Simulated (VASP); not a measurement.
A run of VASP 6.6.1 is set up as follows.

The input INCAR:

```
SYSTEM = CsI
PREC     = Accurate       ! precision mode
ENCUT    = 500            ! plane-wave cutoff, eV
EDIFF    = 1E-6           ! SCF threshold, eV
ISMEAR   = 0              ! smearing method
SIGMA    = 0.01           ! smearing width, eV
LREAL    = .FALSE.        ! projectors in reciprocal space
LASPH    = .TRUE.         ! aspherical terms in the spheres
NELM     = 120            ! most SCF steps
ALGO     = Normal         ! electronic algorithm
ISIF     = 2              ! what is computed and relaxed
LWAVE    = .FALSE.        ! write WAVECAR
LCHARG   = .FALSE.        ! write CHGCAR
GGA      = PE             ! functional
NBANDS   = 15             ! bands
GGA_COMPAT= .FALSE.
```

Contents of KPOINTS:

```
Automatic mesh
0
G
  5 5 5
  0 0 0
```

POSCAR

```
CsI
1.0
    4.3761954122      0.0000000000      0.0000000000
    0.0000000000      4.3761954122      0.0000000000
    0.0000000000      0.0000000000      4.3761954122
Cs I
1 1
Direct
    0.0000000000      0.0000000000      0.0000000000
    0.5000000000      0.5000000000      0.5000000000
```

Potentials or basis: VASP PAW PBE potentials, release 64 (Cs_sv, I).

Run with:

```console
$ cat potpaw_PBE.64/Cs_sv/POTCAR potpaw_PBE.64/I/POTCAR > POTCAR
$ mpirun -np 1 vasp_std > vasp.out
```

(1) What does it give for the band gap on the k mesh?

(2) Predict the pressure.

## Answers

(1) 4.00 eV.

(2) 3.2 GPa.

Caveat: the cell stands under pressure; spin-orbit coupling is left out, which moves the levels of the heavy elements; an odd mesh through Γ misses points on the zone boundary, where band edges can lie.
